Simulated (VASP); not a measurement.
# Se: relaxation of cell and atoms with PBEsol

Se:

```xyz
2
Lattice="1.4634 -0.8449 2.5853 0.0000 1.6898 2.5853 -1.4634 -0.8449 2.5853" Properties=species:S:1:pos:R:3 pbc="T T T"
Se    0.0000    0.0000    1.7994
Se    0.0000    0.0000   -1.7994
```

```yaml
Program: VASP 6.6.1
Task: relaxation of cell and atoms
Functional: PBEsol
Potentials_or_basis: VASP PAW PBE potentials, release 64 (Se)
Cutoff: 600 eV
k_mesh: 15 × 15 × 15
Occupations: fermi-dirac, width 0.08 eV
Spin: no spin polarisation
Target_pressure: 290 GPa
Dipole_correction: no
Further_INCAR_settings: ALGO = Normal; EDIFF = 1e-07; IBRION = 2; EDIFFG = -0.005; NSW = 60; ISIF = 3
```

```json
{
  "Relaxed volume": "9.42 Å³/atom",
  "Relaxed cell": "a = 4.094 Å, b = 4.094 Å, c = 4.094 Å, α = 33.73°, β = 33.73°, γ = 33.73°",
  "Space group after relaxing (to 0.1 Å)": "Fm-3m (No. 225)",
  "Energy change on relaxing (the run minimises the enthalpy)": "-2115.5 meV/atom",
  "Ionic steps": "45",
  "Pressure after relaxing": "290.0 GPa",
  "Band gap on the k mesh": "zero (bands 6 and 7 overlap by 16.44 eV)"
}
```

Stress tensor (GPa, compression positive):
```
290.00   0.00   0.00
  0.00 290.00   0.00
  0.00   0.00 290.08
```

The path:
| step | energy change (eV) | largest force (eV/Å) | pressure (GPa) | volume (Å³) |
| --- | --- | --- | --- | --- |
| 1 | 0.0000 | 12.7274 | 353.72 | 19.18 |
| 3 | -7.4258 | 7.5734 | 161.62 | 24.30 |
| 5 | -3.7422 | 3.4986 | 277.29 | 20.26 |
| 7 | -4.3848 | 1.8301 | 261.59 | 20.59 |
| 9 | -3.1477 | 0.2299 | 295.13 | 19.84 |
| 11 | -3.5261 | 2.4617 | 287.86 | 19.94 |
| 13 | -3.7058 | 8.0144 | 286.42 | 19.99 |
| 15 | -3.8060 | 8.3883 | 284.16 | 20.02 |
| 17 | -4.1474 | 9.7667 | 277.42 | 20.10 |
| 19 | -3.5099 | 13.5064 | 293.37 | 19.67 |
| 21 | -4.5830 | 10.8435 | 269.11 | 20.01 |
| 23 | -4.9145 | 7.8424 | 259.51 | 19.82 |
| 25 | -4.1008 | 4.4785 | 291.72 | 18.92 |
| 27 | -3.3545 | 2.8937 | 316.40 | 18.45 |
| 29 | -3.9114 | 1.0997 | 300.04 | 18.70 |
| 31 | -4.3298 | 0.0669 | 287.45 | 18.92 |
| 33 | -4.0942 | 0.3619 | 294.53 | 18.78 |
| 35 | -4.3951 | 0.1124 | 285.13 | 18.94 |
| 37 | -4.3148 | 0.0872 | 287.46 | 18.90 |
| 39 | -4.2291 | 0.0249 | 290.09 | 18.85 |
| 41 | -4.2329 | 0.0124 | 289.97 | 18.85 |
| 43 | -4.2307 | 0.0028 | 290.04 | 18.85 |
| 45 | -4.2310 | 0.0016 | 290.03 | 18.85 |

Final structure:
```
Se
1.0
     1.18765   -0.68569    3.85756
     0.00000    1.37139    3.85756
    -1.18765   -0.68569    3.85756
Se
2
Direct
  0.25000 0.25000 0.25000
  0.75000 0.75000 0.75000
```

Levels at points of the mesh, in eV from the Fermi level:
```tsv
k point	band 4	band 5	band 6	band 7	band 8	band 9
(0.00, 0.00, 0.00)	5.62	5.62	9.51	9.51	9.76	12.03
```

Wall time 35 min on 1 thread of Intel(R) Xeon(R) Platinum 8488C (Sapphire Rapids), with other jobs on the host, peak memory 0.33 GiB.

Caveat: the cell is relaxed towards a set pressure, so the run minimises the enthalpy, not the energy; a cell axis changed by over 15 % at a fixed basis, so the end point is rough; the PAW data sets were made with another functional, which shifts forces and pressure a little.
